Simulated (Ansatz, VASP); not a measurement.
SrTa in VASP and in Ansatz

```
CELL_PARAMETERS angstrom
3.40099 0.00000 0.00000
0.00000 3.40099 0.00000
0.00000 0.00000 4.45773
ATOMIC_POSITIONS crystal
Sr 0.50000 0.50000 0.50000
Ta 0.00000 0.00000 0.00000
```

Alike in both runs: task relaxation of cell and atoms; functional PBE; k mesh 16 × 16 × 12; occupations gaussian, width 0.1 eV; no spin polarisation.

|  | VASP | Ansatz |
| --- | --- | --- |
| version | VASP 6.6.1 | Ansatz 0.2.0 |
| potentials or method | VASP PAW PBE potentials, release 64 (Sr_sv, Ta_pv), cutoff 600 eV | scalar-relativistic, plane waves, PAW |
| valence electrons in the cell | 21 | 23 |

VASP gave:

```
gap on the k mesh at the Fermi level, each at its own relaxed structure (eV)  : none
relaxed volume (Å³/atom)                                                      : 25.68
relaxed length of the cell vector where the two differ most in proportion (Å) : 3.018
```

Q: Which values does Ansatz return?

A: gap on the k mesh at the Fermi level, each at its own relaxed structure (eV): none; relaxed volume (Å³/atom): 25.56; relaxed length of the cell vector where the two differ most in proportion (Å): 3.012.

A gap of «none» marks a metal or a gap that the smearing closes. VASP's potentials hold 21 valence electrons a cell and Ansatz's 23, so a difference there can come from the potentials and not from the codes.

Spin-orbit coupling is off throughout.
